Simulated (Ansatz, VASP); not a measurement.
**One calculation of Nb, two programs**

The input INCAR:

```
SYSTEM = Nb
AGGAC = 1.0
AGGAX = 1.0
ALDAC = 0.0
ALDAX = 1.0
ALGO = Normal
EDIFF = 1E-7
ENCUT = 520
GGA = B5
ISIF = 2
ISMEAR = -1
LASPH = .TRUE.
LCHARG = .FALSE.
LREAL = .FALSE.
LWAVE = .FALSE.
NBANDS = 26
NELM = 60
PREC = Accurate
SIGMA = 0.1
```

KPOINTS

```
k-points
0
G
  8 8 13
  0 0 0
```

The input POSCAR:

```
Nb
1.0
    5.0203135951      0.0000000000      0.0000000000
   -2.5101567976      4.3477191083      0.0000000000
    0.0000000000      0.0000000000      2.7506719467
Nb
3
Direct
    1.0000000000      0.0000000000      0.0000000000
    0.3333333333      0.6666666667      0.5000000000
    0.6666666667      0.3333333333      0.5000000000
```

Input for Ansatz:

```yaml
crystal:
  lattice:
    - [5.0203135951, 0.0, 0.0]
    - [-2.5101567976, 4.3477191083, 0.0]
    - [0.0, 0.0, 2.7506719467]
  atoms:
    - { symbol: Nb, position: [1.0, 0.0, 0.0] }
    - { symbol: Nb, position: [0.3333333333, 0.6666666667, 0.5] }
    - { symbol: Nb, position: [0.6666666667, 0.3333333333, 0.5] }
hamiltonian:
  xc: blyp
  pseudopotentials:
    kind: paw
    azcp:
      Nb: "pseudopotentials/Nb.paw.azcp"
basis:
  ecutwfc: 420
  fft_grid_basis: typed
kpoints:
  mp_grid: { grid: [8, 8, 13], shift: [0, 0, 0] }
magnetization:
  spin_polarized: false
scf:
  occupations: { method: fermi_dirac, width: 0.1 }
  lower_state_search: "off"
output:
  stress: true
  write_density: true
  write_potential: true
  elf: true
  volumetric_format: npy
```

Alike in both runs: task single point; functional BLYP; k mesh 8 × 8 × 13; occupations fermi-dirac, width 0.1 eV; no spin polarisation.

```csv
,VASP,Ansatz
version,VASP 6.6.1,Ansatz 0.2.0
potentials or method,"VASP PAW PBE potentials, release 64 (Nb_sv), cutoff 520 eV","plane waves (420 eV) with PAW, scalar-relativistic"
valence electrons in the cell,39,39
```

```tsv
	VASP	Ansatz	Ansatz less VASP
pressure (GPa)	-5.6	-5.5	+0.06
traceless stress, the component that is largest in VASP (GPa)	-1.18	-1.15	+0.027
```

VASP's potentials were made for PBE, not for BLYP. The functional is the same, so the differences come from potentials, cutoffs and numerics.
